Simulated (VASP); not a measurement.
## Cu: single point with PBE

Cu:

```
CELL_PARAMETERS angstrom
-1.38241 1.38241 1.38241
1.38241 -1.38241 1.38241
1.38241 1.38241 -1.38241
ATOMIC_POSITIONS crystal
Cu 0.00000 0.00000 0.00000
```

This cell differs from its parent crystal: volume scaled by 0.88.

```
Program             : VASP 6.6.1
Task                : single point
Functional          : PBE
Potentials or basis : VASP PAW PBE potentials, release 64 (Cu)
Cutoff              : 520 eV
k mesh              : 18 × 18 × 18
Occupations         : fermi-dirac, width 0.1 eV
Spin                : no spin polarisation
```

```
Pressure : 25.0 GPa
```

Levels at points of the mesh, in eV from the Fermi level:
```tsv
k point	band 2	band 3	band 4	band 5	band 6	band 7	band 8	band 9
(0.00, 0.00, 0.00)	-3.52	-3.52	-3.52	-2.33	-2.33	26.10	26.10	26.10
(0.50, 0.00, 0.00)	-4.36	-2.37	-2.19	-1.46	-0.92	4.95	18.39	18.97
(0.50, 0.50, 0.50)	-5.35	-1.66	-1.66	-1.66	8.69	8.69	8.69	14.44
```

Run time: 15 s on 1 thread of Intel Xeon 6975P-C (shared host), peak memory 0.14 GiB.
